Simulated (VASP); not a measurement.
A run of VASP 6.6.1 is set up as follows.

File INCAR:

```
SYSTEM = Mg
PREC     = Accurate       ! precision mode
ENCUT    = 520            ! plane-wave cutoff, eV
EDIFF    = 1E-6           ! SCF threshold, eV
ISMEAR   = -1             ! smearing method
SIGMA    = 0.05           ! smearing width, eV
LREAL    = .FALSE.        ! projectors in reciprocal space
LASPH    = .TRUE.         ! aspherical terms in the spheres
NELM     = 100            ! most SCF steps
ALGO     = Normal         ! electronic algorithm
ISIF     = 2              ! what is computed and relaxed
LWAVE    = .FALSE.        ! write WAVECAR
LCHARG   = .FALSE.        ! write CHGCAR
NBANDS   = 7              ! bands
```

File KPOINTS:

```
Automatic mesh
0
G
  15 15 15
  0 0 0
```

Contents of POSCAR:

```
Mg
1.0
    2.8569618476      0.0000000000      0.0000000000
    0.0000000000      2.8569618476      0.0000000000
    0.0000000000      0.0000000000      2.8569618476
Mg
1
Direct
    0.0000000000      0.0000000000      0.0000000000
```

Potentials or basis: VASP PAW LDA potentials, release 64 (Mg).

Launch:

```console
$ cat potpaw_LDA.64/Mg/POTCAR > POTCAR
$ mpirun -np 1 vasp_std > vasp.out
```

(1) Predict the pressure.

(2) What does it give for the band gap on the k mesh?

Results:

(1) 3.1 GPa.

(2) zero (band 1 reaches 6.60 eV, above the bottom of band 2 at 0.62 eV).
